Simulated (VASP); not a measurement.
# PbS (rocksalt type) (Fm-3m) in VASP: further runs, part 2 of 2

VASP 6.6.1. The steps go on from the part before.

### Step 3. Single point, PBE

Contents of INCAR:

```
SYSTEM = PbS
ALGO = Normal
EDIFF = 1E-7
ENCUT = 520
GGA = PE
ISIF = 2
ISMEAR = -1
LASPH = .True.
LCHARG = .False.
LREAL = .False.
LWAVE = .False.
NBANDS = 17
NELM = 60
PREC = Accurate
SIGMA = 0.08
```

Contents of KPOINTS:

```
k-points
0
Gamma
  13 13 13
  0 0 0
```

Contents of POSCAR:

```
PbS
1.0
    0.0000000000      2.9324266058      2.9324266058
    2.9324266058      0.0000000000      2.9324266058
    2.9324266058      2.9324266058      0.0000000000
Pb S
1 1
Direct
    0.0000000000      0.0000000000      0.0000000000
    0.5000000000      0.5000000000      0.5000000000
```

Potentials or basis: VASP PAW PBE potentials, release 64 (Pb_d, S).

Run with:

```
cat potpaw_PBE.64/Pb_d/POTCAR potpaw_PBE.64/S/POTCAR > POTCAR
mpirun -np 1 vasp_std > vasp.out
```

OUTCAR:

```text
SYSTEM = PbS
   EDIFF = 1E-7
   ENCUT = 520
   GGA = PE
   ISIF = 2
   ISMEAR = -1
   LASPH = .True.
   LREAL = .False.
   NELM = 60
   PREC = Accurate

 ion  position               nearest neighbor table
   1  0.000  0.000  0.000-   2 2.93   2 2.93   2 2.93   2 2.93   2 2.93   2 2.93
   2  0.500  0.500  0.500-   1 2.93   1 2.93   1 2.93   1 2.93   1 2.93   1 2.93

  LATTYP: Found a face centered cubic cell.
 ALAT       =     5.8648532116

  Lattice vectors:

 A1 = (   0.0000000000,   2.9324266058,   2.9324266058)
 A2 = (   2.9324266058,   0.0000000000,   2.9324266058)
 A3 = (   2.9324266058,   2.9324266058,   0.0000000000)

Analysis of symmetry for initial positions (statically):
=====================================================================
 Subroutine PRICEL returns:
 Original cell was already a primitive cell.

 Routine SETGRP: Setting up the symmetry group for a
 face centered cubic supercell.

 Subroutine GETGRP returns: Found 48 space group operations
 (whereof 48 operations were pure point group operations)
 out of a pool of 48 trial point group operations.

The static configuration has the point symmetry O_h .

Analysis of symmetry for dynamics (positions and initial velocities):
=====================================================================
 Subroutine PRICEL returns:
 Original cell was already a primitive cell.

 Routine SETGRP: Setting up the symmetry group for a
 face centered cubic supercell.

 Subroutine GETGRP returns: Found 48 space group operations
 (whereof 48 operations were pure point group operations)
 out of a pool of 48 trial point group operations.

The dynamic configuration has the point symmetry O_h .

 Subroutine INISYM returns: Found 48 space group operations
 (whereof 48 operations are pure point group operations),
 and found     1 'primitive' translations

----------------------------------------------------------------------------------------

                                     Primitive cell

  volume of cell :      50.4326

  direct lattice vectors                    reciprocal lattice vectors
     0.000000000  2.932426606  2.932426606    -0.170507251  0.170507251  0.170507251
     2.932426606  0.000000000  2.932426606     0.170507251 -0.170507251  0.170507251
     2.932426606  2.932426606  0.000000000     0.170507251  0.170507251 -0.170507251

  length of vectors
     4.147077477  4.147077477  4.147077477     0.295327222  0.295327222  0.295327222

  position of ions in fractional coordinates (direct lattice)
     0.000000000  0.000000000  0.000000000
     0.500000000  0.500000000  0.500000000

  ion indices of the primitive-cell ions
   primitive index   ion index
                 1           1
                 2           2

----------------------------------------------------------------------------------------

 KPOINTS: k-points

Automatic generation of k-mesh.
 Grid dimensions read from file:
 generate k-points for:   13   13   13

 Generating k-lattice:

  Cartesian coordinates                     Fractional coordinates (reciprocal lattice)
    -0.013115942  0.013115942  0.013115942     0.076923077  0.000000000  0.000000000
     0.013115942 -0.013115942  0.013115942     0.000000000  0.076923077  0.000000000
     0.013115942  0.013115942 -0.013115942     0.000000000  0.000000000  0.076923077

  Length of vectors
     0.022717479  0.022717479  0.022717479

  Shift w.r.t. Gamma in fractional coordinates (k-lattice)
     0.000000000  0.000000000  0.000000000

 Subroutine IBZKPT returns following result:
 ===========================================

 Found     84 irreducible k-points:

 Following reciprocal coordinates:
            Coordinates               Weight
  0.000000  0.000000  0.000000      1.000000
  0.076923  0.000000  0.000000      8.000000
  0.153846  0.000000  0.000000      8.000000
  0.230769  0.000000  0.000000      8.000000
  0.307692  0.000000  0.000000      8.000000
  0.384615  0.000000  0.000000      8.000000
[... 16 lines left out ...]
  0.384615  0.153846  0.000000     24.000000
  0.461538  0.153846  0.000000     24.000000
 [... further k-points ...]
   k-points           NKPTS =     84   k-points in BZ     NKDIM =     84   number of bands    NBANDS=     17
   number of dos      NEDOS =    301   number of ions     NIONS =      2
   total plane-waves  NPLWV =  32768
   dimension x,y,z NGX =    32 NGY =   32 NGZ =   32
   dimension x,y,z NGXF=    64 NGYF=   64 NGZF=   64
   ions per type =               1   1
   NGX,Y,Z   is equivalent  to a cutoff of  12.83, 12.83, 12.83 a.u.
   NGXF,Y,Z  is equivalent  to a cutoff of  25.66, 25.66, 25.66 a.u.
 SYSTEM =  PbS
   PREC   = accura    normal or accurate (medium, high low for compatibility)
   ISTART =      0    job   : 0-new  1-cont  2-samecut
   ICHARG =      2    charge: 1-file 2-atom 10-const
   ISPIN  =      1    spin polarized calculation?
   LNONCOLLINEAR =      F non collinear calculations
   LSORBIT =      F    spin-orbit coupling
   LASPH  =      T    aspherical Exc in radial PAW
   ENCUT  =  520.0 eV  38.22 Ry    6.18 a.u.   7.71  7.71  7.71*2*pi/ulx,y,z
   NELM   =     60;   NELMIN=  2; NELMDL= -5     # of ELM steps
   EDIFF  = 0.1E-06   stopping-criterion for ELM
   LREAL  =      F    real-space projection
   EDIFFG = 0.1E-05   stopping-criterion for IOM
   NSW    =      0    number of steps for IOM
   IBRION =     -1    ionic relax: 0-MD 1-quasi-New 2-CG
   NFREE  =      0    steps in history (QN), initial steepest desc. (CG)
   ISIF   =      2    stress and relaxation
   ISYM   =      2    0-nonsym 1-usesym 2-fastsym
   POTIM  = 0.5000    time-step for ionic-motion
   TEBEG  =    0.0;   TEEND  =   0.0 temperature during run
   PSTRESS=    0.0 pullay stress
   NELECT =      20.0000    total number of electrons
   NUPDOWN=      -1.0000    fix difference up-down
   EMIN   =  10.00;   EMAX   =-10.00  energy-range for DOS
   EFERMI =   0.00;   METHOD = LEGACY
   ISMEAR =    -1;   SIGMA  =   0.08  broadening in eV -4-tet -1-fermi 0-gaus
   EFERMI_NEDOS =   21; number of points for ismear=-14 and -15
   IALGO  =     38    algorithm
   IMIX   =      4    mixing-type and parameters
     AMIX     =   0.40;   BMIX     =  1.00
     AMIX_MAG =   1.60;   BMIX_MAG =  1.00
  volume/ion in A,a.u.               =      25.22       170.17
  Fermi-wavevector in a.u.,A,eV,Ry     =   1.202766  2.272897 19.682803  1.446645
  Thomas-Fermi vector in A             =   2.338538
   LORBIT       =      0    0 simple, 1 ext, 2 COOP (PROOUT), +10 PAW based schemes
   GGA     = PE    functional components
   LHFCALC =     F    Hartree Fock is set to
   AEXX    =    0.0000 exact exchange contribution
   IVDW    =     0    specifies the selected vdW correction
   LEPSILON=     F    determine dielectric tensor
   LRPA    =     F    only Hartree local field effects (RPA)
 non-spin polarized calculation
  energy-cutoff  :      520.00
  volume of cell :       50.43
 maximum number of plane-waves:      1381
   NGX = 15   NGY = 15   NGZ = 15

 number of electron      19.9999996 magnetization

 Free energy of the ion-electron system (eV)
  ---------------------------------------------------
  ext. energy  EPLUGINS =         0.00000000
  ---------------------------------------------------
  free energy    TOTEN  =        -8.71943588 eV

  energy without entropy =       -8.71915958  energy(sigma->0) =       -8.71929773

 E-fermi :   6.4413     XC(G=0):  -9.8428

 val. band max:        6.1853898998   @ k =   0.4615   0.0000   0.0000
 cond. band min:       6.7084623912   @ k =   0.4615   0.0000   0.0000
 fundamental gap:      0.5230724914
 Fermi energy:         6.4412628733

 k-point     1 :       0.0000    0.0000    0.0000
  band No.  band energies     occupation
      1     -10.6068      2.00000
      2     -10.6068      2.00000
      3     -10.6068      2.00000
      4     -10.5912      2.00000
      5     -10.5912      2.00000
      6      -7.6338      2.00000
[... 9 lines left out ...]
     16      12.9180      0.00000
     17      14.8325      0.00000

 k-point     2 :       0.0769    0.0000    0.0000
  band No.  band energies     occupation
      1     -10.6065      2.00000
      2     -10.6051      2.00000
      3     -10.6051      2.00000
      4     -10.5921      2.00000
      5     -10.5921      2.00000
      6      -7.5801      2.00000
[... 9 lines left out ...]
     16      13.0884      0.00000
     17      15.3916      0.00000
[... 421 lines left out ...]
 k-point    24 :       0.4615    0.1538    0.0000
  band No.  band energies     occupation
      1     -10.6569      2.00000
      2     -10.6114      2.00000
      3     -10.6018      2.00000
      4     -10.5683      2.00000
      5     -10.5500      2.00000
      6      -6.3058      2.00000
[... 9 lines left out ...]
     16      16.6936      0.00000
     17      17.1701      0.00000

 [... further k-points ...]
[... 5 lines left out ...]
  --------------------------------------------------------------------------------------
  -------------------------------------------------------------------------------------
  Total        1.3901270      1.3901270      1.3901270      0.0000000      0.0000000     -0.0000000
  in kB       44.1624965     44.1624965     44.1624965      0.0000000      0.0000000     -0.0000000
  external PRESSURE =      44.1624965 kB  Pullay stress =       0.0000000 kB

 VOLUME and BASIS-vectors are now :
 -----------------------------------------------------------------------------
  energy-cutoff  :      520.00
  volume of cell :       50.43
      direct lattice vectors                 reciprocal lattice vectors
     0.000000000  2.932426606  2.932426606    -0.170507251  0.170507251  0.170507251
     2.932426606  0.000000000  2.932426606     0.170507251 -0.170507251  0.170507251
     2.932426606  2.932426606  0.000000000     0.170507251  0.170507251 -0.170507251

 POSITION                                       TOTAL-FORCE (eV/Angst)
 -----------------------------------------------------------------------------------
      0.00000      0.00000      0.00000         0.000000      0.000000      0.000000
      2.93243      2.93243      2.93243         0.000000     -0.000000     -0.000000
 -----------------------------------------------------------------------------------
    total drift:                                0.000000     -0.000000     -0.000000

  FREE ENERGIE OF THE ION-ELECTRON SYSTEM (eV)
  ---------------------------------------------------
  free  energy   TOTEN  =        -8.7194358779 eV

  energy  without entropy=       -8.7191595753  energy(sigma->0) =       -8.71929773
```

OSZICAR:

```text
N       E                     dE             d eps       ncg     rms          rms(c)
DAV:   1     0.158454596604E+03    0.15845E+03   -0.96439E+03  2856   0.123E+03
DAV:   2     0.307823092672E+01   -0.15538E+03   -0.14966E+03  2977   0.317E+02
DAV:   3    -0.887236484662E+01   -0.11951E+02   -0.11845E+02  3755   0.920E+01
DAV:   4    -0.916460345105E+01   -0.29224E+00   -0.29196E+00  3728   0.157E+01
DAV:   5    -0.917506574123E+01   -0.10462E-01   -0.10461E-01  4140   0.287E+00    0.493E+00
DAV:   6    -0.871670146042E+01    0.45836E+00   -0.12570E+00  4473   0.796E+00    0.346E+00
DAV:   7    -0.871621515718E+01    0.48630E-03   -0.14390E-01  3437   0.193E+00    0.191E+00
DAV:   8    -0.871962632025E+01   -0.34112E-02   -0.15090E-02  3454   0.136E+00    0.176E-01
DAV:   9    -0.871927784382E+01    0.34848E-03   -0.27551E-03  4574   0.486E-01    0.870E-02
DAV:  10    -0.871942519917E+01   -0.14736E-03   -0.32144E-04  3306   0.121E-01    0.480E-02
DAV:  11    -0.871943487731E+01   -0.96781E-05   -0.68890E-05  4028   0.917E-02    0.223E-02
DAV:  12    -0.871943570549E+01   -0.82817E-06   -0.46902E-06  3768   0.196E-02    0.139E-03
DAV:  13    -0.871943581221E+01   -0.10673E-06   -0.14079E-07  3198   0.378E-03    0.116E-03
DAV:  14    -0.871943587793E+01   -0.65715E-07   -0.86348E-08  2810   0.233E-03
   1 F= -.87194359E+01 E0= -.87192977E+01  d E =-.276303E-03
```

Wall time 25 s (1 thread of Intel Xeon 6975P-C (Granite Rapids), shared host); peak memory 0.21 GiB.

What came out:

- Free energy: -8.7194 eV
- Pressure: 4.4 GPa

Caveat: this odd mesh misses L, where the gap lies, so gap, dielectric constants and Born charges aren't listed; spin-orbit coupling is left out, which moves the levels of the heavy elements.
